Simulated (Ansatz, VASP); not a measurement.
## One calculation of Ba, two programs

Contents of INCAR:

```
PREC = Accurate ; ENCUT = 520
EDIFF = 1E-6 ; ISMEAR = 0
SIGMA = 0.1 ; LREAL = F
LASPH = T ; NELM = 80
ALGO = Fast ; ISIF = 2
LWAVE = F ; LCHARG = T
GGA = PE ; LELF = T
LVHAR = T ; NBANDS = 17
```

Contents of KPOINTS:

```
Automatic mesh
0
Gamma
  10 10 6
```

File POSCAR:

```
Ba
1.0
    3.4525855329     -2.4794708853      0.0179018180
    3.4385915454      2.4595006233      0.0374833329
    0.0554352483      0.0279692758      6.7803564056
Ba
2
Direct
    0.6976399924      0.3034091172      0.2500240160
    0.3023600076      0.6965908828      0.7499759840
```

Input for Ansatz:

```yaml
crystal:
  lattice:
    - [3.4525855329, -2.4794708853, 0.017901818]
    - [3.4385915454, 2.4595006233, 0.0374833329]
    - [0.0554352483, 0.0279692758, 6.7803564056]
  atoms:
    - { symbol: Ba, position: [0.6976399924, 0.3034091172, 0.250024016] }
    - { symbol: Ba, position: [0.3023600076, 0.6965908828, 0.749975984] }
basis:
  ecutwfc: 420
kpoints:
  mp_grid: { grid: [10, 10, 6] }
hamiltonian:
  xc: pbe
scf:
  occupations: { method: gaussian, width: 0.1 }
output:
  forces: true
  stress: true
  eigenvalues: true
  populations: true
```

Alike in both runs: task single point; functional PBE; k mesh 10 × 10 × 6; occupations gaussian, width 0.1 eV; no spin polarisation.

|  | VASP | Ansatz |
| --- | --- | --- |
| version | VASP 6.6.1 | Ansatz 0.2.0 |
| potentials or method | VASP PAW PBE potentials, release 64 (Ba_sv), cutoff 520 eV | scalar-relativistic, plane waves, PAW |
| valence electrons in the cell | 20 | 20 |

Ansatz gave:

* gap on the k mesh at the Fermi level (eV): none
* pressure (GPa): 0.8
* traceless stress, the component that is largest in VASP (GPa): 0.73
* rms of the force components (eV/Å): 0.211

Question: Estimate VASP's values.

Answer: gap on the k mesh at the Fermi level (eV): none; pressure (GPa): 0.9; traceless stress, the component that is largest in VASP (GPa): 0.74; rms of the force components (eV/Å): 0.216.

Atom by atom the forces differ by 0.005 eV/Å (rms over components). A gap of «none» marks a metal or a gap that the smearing closes.

Neither program's run includes spin-orbit coupling.
